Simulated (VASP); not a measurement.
# TiN in VASP: single point with PBE

Aim: the single point of TiN with PBE.

All numbers are computed with VASP 6.6.1; they aren't measurements. Logs are shortened: lines on timing, memory, paths and dates and some standing lists are left out, and cuts for length are marked.

## Step 1: The cell of the first run

The cell holds a slab with vacuum, 8 atoms: a = 3.003 Å, b = 4.247 Å, c = 19.504 Å, α = 90.00°, β = 90.00°, γ = 90.00°.

## Step 2: Single point, PBE

File INCAR:

```
ALGO = Normal ; DIPOL = 0.5 0.5 0.500
EDIFF = 1E-6 ; ENCUT = 520
GGA = PE ; IDIPOL = 3
ISIF = 2 ; ISMEAR = 0
LASPH = T ; LCHARG = F
LDIPOL = T ; LREAL = F
LWAVE = F ; NBANDS = 44
NELM = 80 ; PREC = Accurate
SIGMA = 0.1
```

File KPOINTS:

```
k-points
0
Gamma
  12 8 1
```

File POSCAR:

```
TiN
1.0
    3.0028920880      0.0000000000      0.0000000000
    0.0000000000      4.2467307172      0.0000000000
    0.0000000000      0.0000000000     19.5043381320
Ti N
4 4
Direct
    0.5000000000      0.5000000000      0.3845298389
    0.0000000000      0.0000000000      0.4615099463
    0.5000000000      0.5000000000      0.5384900537
    0.0000000000      0.0000000000      0.6154701611
    0.5000000000      0.0000000000      0.3845298389
    0.0000000000      0.5000000000      0.4615099463
    0.5000000000      0.0000000000      0.5384900537
    0.0000000000      0.5000000000      0.6154701611
```

Potentials or basis: VASP PAW PBE potentials, release 64 (Ti_sv, N).

Run with:

```sh
> cat potpaw_PBE.64/Ti_sv/POTCAR potpaw_PBE.64/N/POTCAR > POTCAR
> mpirun -np 1 vasp_std > vasp.out
```

OUTCAR:

```text
EDIFF = 1E-6
   ENCUT = 520
   GGA = PE
   ISIF = 2
   ISMEAR = 0
   LASPH = T
   LREAL = F
   NELM = 80
   PREC = Accurate

 ion  position               nearest neighbor table
   1  0.500  0.500  0.385-   5 2.12   5 2.12   6 2.12   6 2.12
   2  0.000  0.000  0.462-   6 2.12   6 2.12   5 2.12   5 2.12   7 2.12   7 2.12
   3  0.500  0.500  0.538-   7 2.12   7 2.12   8 2.12   8 2.12   6 2.12   6 2.12
   4  0.000  0.000  0.615-   8 2.12   8 2.12   7 2.12   7 2.12
   5  0.500  0.000  0.385-   1 2.12   1 2.12   2 2.12   2 2.12
   6  0.000  0.500  0.462-   2 2.12   2 2.12   1 2.12   1 2.12   3 2.12   3 2.12
   7  0.500  0.000  0.538-   3 2.12   3 2.12   4 2.12   4 2.12   2 2.12   2 2.12
   8  0.000  0.500  0.615-   4 2.12   4 2.12   3 2.12   3 2.12

  LATTYP: Found a simple orthorhombic cell.
 ALAT       =     3.0028920880
 B/A-ratio  =     1.4142135624
 C/A-ratio  =     6.4951844956

  Lattice vectors:

 A1 = (   3.0028920880,   0.0000000000,   0.0000000000)
 A2 = (   0.0000000000,   4.2467307172,   0.0000000000)
 A3 = (   0.0000000000,   0.0000000000,  19.5043381320)

Analysis of symmetry for initial positions (statically):
=====================================================================
 Subroutine PRICEL returns:
 Original cell was already a primitive cell.

 Routine SETGRP: Setting up the symmetry group for a
 simple orthorhombic supercell.

 Subroutine GETGRP returns: Found  8 space group operations
 (whereof  4 operations were pure point group operations)
 out of a pool of  8 trial point group operations.

The static configuration has the point symmetry C_2v.
 The point group associated with its full space group is D_2h.

Analysis of symmetry for dynamics (positions and initial velocities):
=====================================================================
 Subroutine PRICEL returns:
 Original cell was already a primitive cell.

 Routine SETGRP: Setting up the symmetry group for a
 simple orthorhombic supercell.

 Subroutine GETGRP returns: Found  8 space group operations
 (whereof  4 operations were pure point group operations)
 out of a pool of  8 trial point group operations.

The dynamic configuration has the point symmetry C_2v.
 The point group associated with its full space group is D_2h.

 Subroutine INISYM returns: Found  8 space group operations
 (whereof  4 operations are pure point group operations),
 and found     1 'primitive' translations

----------------------------------------------------------------------------------------

                                     Primitive cell

  volume of cell :     248.7286

  direct lattice vectors                    reciprocal lattice vectors
     3.002892088  0.000000000  0.000000000     0.333012300  0.000000000  0.000000000
     0.000000000  4.246730717  0.000000000     0.000000000  0.235475255  0.000000000
     0.000000000  0.000000000 19.504338132     0.000000000  0.000000000  0.051270645

  length of vectors
     3.002892088  4.246730717 19.504338132     0.333012300  0.235475255  0.051270645

  position of ions in fractional coordinates (direct lattice)
     0.500000000  0.500000000  0.384529839
     0.000000000  0.000000000  0.461509946
     0.500000000  0.500000000  0.538490054
     0.000000000  0.000000000  0.615470161
     0.500000000  0.000000000  0.384529839
     0.000000000  0.500000000  0.461509946
     0.500000000  0.000000000  0.538490054
     0.000000000  0.500000000  0.615470161

  ion indices of the primitive-cell ions
   primitive index   ion index
                 1           1
                 2           2
                 3           3
                 4           4
                 5           5
                 6           6
                 7           7
                 8           8

----------------------------------------------------------------------------------------

 KPOINTS: k-points

Automatic generation of k-mesh.
 Grid dimensions read from file:
 generate k-points for:   12    8    1

 Generating k-lattice:

  Cartesian coordinates                     Fractional coordinates (reciprocal lattice)
     0.027751025  0.000000000  0.000000000     0.083333333  0.000000000  0.000000000
     0.000000000  0.029434407  0.000000000     0.000000000  0.125000000  0.000000000
     0.000000000  0.000000000  0.051270645     0.000000000  0.000000000  1.000000000

  Length of vectors
     0.027751025  0.029434407  0.051270645

  Shift w.r.t. Gamma in fractional coordinates (k-lattice)
     0.000000000  0.000000000  0.000000000

 Subroutine IBZKPT returns following result:
 ===========================================

 Found     35 irreducible k-points:

 Following reciprocal coordinates:
            Coordinates               Weight
  0.000000  0.000000  0.000000      1.000000
  0.083333  0.000000  0.000000      2.000000
  0.166667  0.000000  0.000000      2.000000
  0.250000  0.000000  0.000000      2.000000
  0.333333  0.000000  0.000000      2.000000
  0.416667  0.000000  0.000000      2.000000
[... 16 lines left out ...]
  0.083333  0.375000  0.000000      4.000000
  0.166667  0.375000  0.000000      4.000000
 [... further k-points ...]
   k-points           NKPTS =     35   k-points in BZ     NKDIM =     35   number of bands    NBANDS=     44
   number of dos      NEDOS =    301   number of ions     NIONS =      8
   total plane-waves  NPLWV = 115200
   dimension x,y,z NGX =    24 NGY =   32 NGZ =  150
   dimension x,y,z NGXF=    48 NGYF=   64 NGZF=  300
   ions per type =               4   4
   NGX,Y,Z   is equivalent  to a cutoff of  13.29, 12.53, 12.79 a.u.
   NGXF,Y,Z  is equivalent  to a cutoff of  26.57, 25.05, 25.57 a.u.
 SYSTEM =  unknown system
   PREC   = accura    normal or accurate (medium, high low for compatibility)
   ISTART =      0    job   : 0-new  1-cont  2-samecut
   ICHARG =      2    charge: 1-file 2-atom 10-const
   ISPIN  =      1    spin polarized calculation?
   LNONCOLLINEAR =      F non collinear calculations
   LSORBIT =      F    spin-orbit coupling
   LASPH  =      T    aspherical Exc in radial PAW
   ENCUT  =  520.0 eV  38.22 Ry    6.18 a.u.   5.58  7.90 36.27*2*pi/ulx,y,z
   NELM   =     80;   NELMIN=  2; NELMDL= -5     # of ELM steps
   EDIFF  = 0.1E-05   stopping-criterion for ELM
   LREAL  =      F    real-space projection
   EDIFFG = 0.1E-04   stopping-criterion for IOM
   NSW    =      0    number of steps for IOM
   IBRION =     -1    ionic relax: 0-MD 1-quasi-New 2-CG
   NFREE  =      0    steps in history (QN), initial steepest desc. (CG)
   ISIF   =      2    stress and relaxation
   ISYM   =      2    0-nonsym 1-usesym 2-fastsym
   POTIM  = 0.5000    time-step for ionic-motion
   TEBEG  =    0.0;   TEEND  =   0.0 temperature during run
   PSTRESS=    0.0 pullay stress
   NELECT =      68.0000    total number of electrons
   NUPDOWN=      -1.0000    fix difference up-down
   EMIN   =  10.00;   EMAX   =-10.00  energy-range for DOS
   EFERMI =   0.00;   METHOD = LEGACY
   ISMEAR =     0;   SIGMA  =   0.10  broadening in eV -4-tet -1-fermi 0-gaus
   EFERMI_NEDOS =   21; number of points for ismear=-14 and -15
   IALGO  =     38    algorithm
   IMIX   =      4    mixing-type and parameters
     AMIX     =   0.40;   BMIX     =  1.00
     AMIX_MAG =   1.60;   BMIX_MAG =  1.00
  volume/ion in A,a.u.               =      31.09       209.81
  Fermi-wavevector in a.u.,A,eV,Ry     =   1.062517  2.007866 15.360195  1.128943
  Thomas-Fermi vector in A             =   2.197970
   LORBIT       =      0    0 simple, 1 ext, 2 COOP (PROOUT), +10 PAW based schemes
   GGA     = PE    functional components
   LHFCALC =     F    Hartree Fock is set to
   AEXX    =    0.0000 exact exchange contribution
   IVDW    =     0    specifies the selected vdW correction
   LEPSILON=     F    determine dielectric tensor
   LRPA    =     F    only Hartree local field effects (RPA)
 non-spin polarized calculation
 Gauss-broadening in eV      SIGMA  =   0.10
  energy-cutoff  :      520.00
  volume of cell :      248.73
 maximum number of plane-waves:      6729
 NGX is ok and might be reduce to    24
   NGX = 11   NGY = 15   NGZ = 73

 dipolmoment           0.000000      0.000000     -0.000000 electrons x Angstroem

 number of electron      67.9999977 magnetization

 dipolmoment           0.000000      0.000000      0.000000 electrons x Angstroem

 Free energy of the ion-electron system (eV)
  ---------------------------------------------------
  ext. energy  EPLUGINS =         0.00000000
  ---------------------------------------------------
  free energy    TOTEN  =       -73.77250879 eV

  energy without entropy =      -73.74927739  energy(sigma->0) =      -73.76089309

 E-fermi :   1.2841     XC(G=0):  -5.1053

 val. band max:        1.2840902289   @ k =   0.1667   0.0000   0.0000
 cond. band min:       1.2904883401   @ k =   0.0833   0.1250   0.0000
 fundamental gap:      0.0063981112
 Fermi energy:         1.2841193135

 k-point     1 :       0.0000    0.0000    0.0000
  band No.  band energies     occupation
      1     -56.3968      2.00000
      2     -56.3721      2.00000
      3     -56.3179      2.00000
      4     -56.2791      2.00000
      5     -32.8645      2.00000
      6     -32.8592      2.00000
[... 36 lines left out ...]
     43       3.0353      0.00000
     44       3.1392      0.00000

 k-point     2 :       0.0833    0.0000    0.0000
  band No.  band energies     occupation
      1     -56.3934      2.00000
      2     -56.3698      2.00000
      3     -56.3163      2.00000
      4     -56.2786      2.00000
      5     -32.8567      2.00000
      6     -32.8555      2.00000
[... 1026 lines left out ...]
 k-point    24 :       0.1667    0.3750    0.0000
  band No.  band energies     occupation
      1     -56.3659      2.00000
      2     -56.3590      2.00000
      3     -56.3122      2.00000
      4     -56.2980      2.00000
      5     -32.9324      2.00000
      6     -32.9055      2.00000
[... 36 lines left out ...]
     43       3.4798      0.00000
     44       3.5680      0.00000

 [... further k-points ...]

------------------------ aborting loop because EDIFF is reached ----------------------------------------

 vacuum level on the upper side and lower side of the slab       (xc-potential included)        -0.188        -0.188

  FORCE on cell =-STRESS in cart. coord.  units (eV):
  Direction    XX          YY          ZZ          XY          YZ          ZX
  --------------------------------------------------------------------------------------
  -------------------------------------------------------------------------------------
  Total       -0.8958903    -13.3387652     -5.9487788      0.0000000      0.0000000      0.0000000
  in kB       -5.7708498    -85.9212414    -38.3188739      0.0000000      0.0000000      0.0000000
  external PRESSURE =     -43.3369884 kB  Pullay stress =       0.0000000 kB

 VOLUME and BASIS-vectors are now :
 -----------------------------------------------------------------------------
  energy-cutoff  :      520.00
  volume of cell :      248.73
      direct lattice vectors                 reciprocal lattice vectors
     3.002892088  0.000000000  0.000000000     0.333012300  0.000000000  0.000000000
     0.000000000  4.246730717  0.000000000     0.000000000  0.235475255  0.000000000
     0.000000000  0.000000000 19.504338132     0.000000000  0.000000000  0.051270645

 POSITION                                       TOTAL-FORCE (eV/Angst)
 -----------------------------------------------------------------------------------
      1.50145      2.12337      7.50000         0.000000      0.000000      1.977999
      0.00000      0.00000      9.00145         0.000000      0.000000     -0.912818
      1.50145      2.12337     10.50289         0.000000      0.000000      0.912818
      0.00000      0.00000     12.00434         0.000000      0.000000     -1.977999
      1.50145      0.00000      7.50000         0.000000      0.000000     -0.001924
      0.00000      2.12337      9.00145         0.000000      0.000000     -1.097137
      1.50145      0.00000     10.50289         0.000000      0.000000      1.097137
      0.00000      2.12337     12.00434         0.000000      0.000000      0.001924
 -----------------------------------------------------------------------------------
    total drift:                                0.000000      0.000000      0.000000

  FREE ENERGIE OF THE ION-ELECTRON SYSTEM (eV)
  ---------------------------------------------------
  free  energy   TOTEN  =       -73.7725087948 eV

  energy  without entropy=      -73.7492773865  energy(sigma->0) =      -73.76089309

 vacuum level on the upper side and lower side of the slab         4.206         4.206
```

Run time: 9.7 min. Hardware: 1 thread of Intel Xeon Platinum 8259CL at 2.50GHz (Skylake/Cascade Lake), shared host; peak memory 0.49 GiB.

What came out:

| Item | Value |
| --- | --- |
| Free energy | -73.7725 eV |
| Largest force | 1.978 eV/Å |
| Band gap on the k mesh | zero (bands 34 and 35 overlap by 0.52 eV) |

Forces in eV/Å, atoms in the order of the input:
```
Ti   0.000  0.000  1.978
Ti   0.000  0.000 -0.913
Ti   0.000  0.000  0.913
Ti   0.000  0.000 -1.978
N    0.000  0.000 -0.002
N    0.000  0.000 -1.097
N    0.000  0.000  1.097
N    0.000  0.000  0.002
```

Levels at points of the mesh, in eV from the Fermi level:
| k point | band 32 | band 33 | band 34 | band 35 | band 36 | band 37 |
| --- | --- | --- | --- | --- | --- | --- |
| (0.00, 0.00, 0.00) | -1.33 | -1.12 | -0.23 | -0.03 | 0.09 | 0.10 |
| (0.50, 0.00, 0.00) | -2.38 | -1.16 | -1.16 | 0.30 | 0.30 | 0.72 |
| (0.00, 0.50, 0.00) | -2.17 | -0.76 | -0.76 | 0.54 | 0.54 | 1.17 |
| (0.50, 0.50, 0.00) | -3.25 | 0.28 | 0.28 | 1.30 | 1.30 | 1.72 |
